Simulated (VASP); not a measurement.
## LiF: single point with HSE06

The system is LiF.

```xyz
2
Lattice="0.0046 1.9949 1.9949 1.9949 0.0046 1.9949 1.9995 1.9995 0.0000" Properties=species:S:1:pos:R:3 pbc="T T T"
Li    0.0000    0.0000    0.0000
F     1.9995    1.9995    1.9949
```

This cell differs from its parent crystal: shear xy strain +0.5%.

```
Program                            : VASP 6.6.1
Task                               : single point
Functional                         : HSE06
Potentials or basis                : VASP PAW PBE potentials, release 64 (Li_sv, F)
Cutoff                             : 520 eV
k mesh                             : 8 × 8 × 8
Occupations                        : gaussian, width 0.01 eV
Spin                               : no spin polarisation
Dipole correction                  : no
Grid for exact exchange (PRECFOCK) : Normal
Further INCAR settings             : ALGO = Normal; EDIFF = 1e-06; NBANDS = 12
Share of exact exchange            : 0.25
Screening parameter                : 0.2079 1/Å
```

| Quantity | Value |
| --- | --- |
| Band gap on the k mesh | 11.65 eV |

Levels at points of the mesh, in eV from the valence-band top:
| k point | band 3 | band 4 | band 5 | band 6 | band 7 | band 8 |
| --- | --- | --- | --- | --- | --- | --- |
| (0.00, 0.00, 0.00) | -0.03 | -0.01 | 0.00 | 11.65 | 26.96 | 26.98 |
| (0.50, 0.00, 0.00) | -2.76 | -0.28 | -0.27 | 13.24 | 19.78 | 21.57 |
| (0.50, 0.50, 0.00) | -3.27 | -1.13 | -1.09 | 17.68 | 18.90 | 20.34 |
| (0.00, 0.00, 0.50) | -2.77 | -0.27 | -0.26 | 13.26 | 19.72 | 21.63 |
| (0.50, 0.00, 0.50) | -3.27 | -1.11 | -1.11 | 17.68 | 18.90 | 20.34 |

Run time: 15 min on 4 MPI ranks on Intel(R) Xeon(R) Platinum 8259CL CPU @ 2.50GHz (Skylake/Cascade Lake), with other jobs on the host, peak memory 0.24 GiB a rank.

Caveat: the cell differs from its parent crystal (shear xy strain +0.5%). A k mesh can miss the band edges.
